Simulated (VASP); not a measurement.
VCo, 2 atoms in the cell. It takes space group Pm-3m (No. 221, cubic). The conventional cell has a = 2.890 Å, b = 2.890 Å, c = 2.890 Å, α = 90.00°, β = 90.00°, γ = 90.00°. Within 3.3 Å of V (site symmetry m-3m) lie 8 Co at 2.50 Å and 6 V at 2.89 Å. Co (site symmetry m-3m) has 8 V at 2.50 Å and 6 Co at 2.89 Å within 3.3 Å. 

```yaml
Program: VASP 6.6.1
Task: single point
Functional: PBEsol
Dispersion: D3(BJ)
Potentials_or_basis: VASP PAW PBE potentials, release 64 (V_sv, Co)
Cutoff: 520 eV
k_mesh: 10 × 10 × 10
Occupations: fermi-dirac, width 0.1 eV
Spin: collinear spin, ferromagnetic start
Starting_moments: "[0.94, 1.51] μB"
Fixed_moment: 2.4 μB
Dipole_correction: no
Further_INCAR_settings: ALGO = Normal; EDIFF = 1e-07; NBANDS = 22
```

Potentials or basis: VASP PAW PBE potentials, release 64 (V_sv, Co).

Command:

```bash
$ cat potpaw_PBE.64/V_sv/POTCAR potpaw_PBE.64/Co/POTCAR > POTCAR
$ mpirun -np 1 vasp_std > vasp.out
```

Hardware: 1 thread of AMD EPYC 7R43 64-Core Processor (Zen 3), with other jobs on the host.

Q: How long does it take, and how much memory?

A: It took 120 s on 1 thread of AMD EPYC 7R43 64-Core Processor (Zen 3) (shared host), peak memory 0.15 GiB. Counts: scf iterations 17, k points 56.
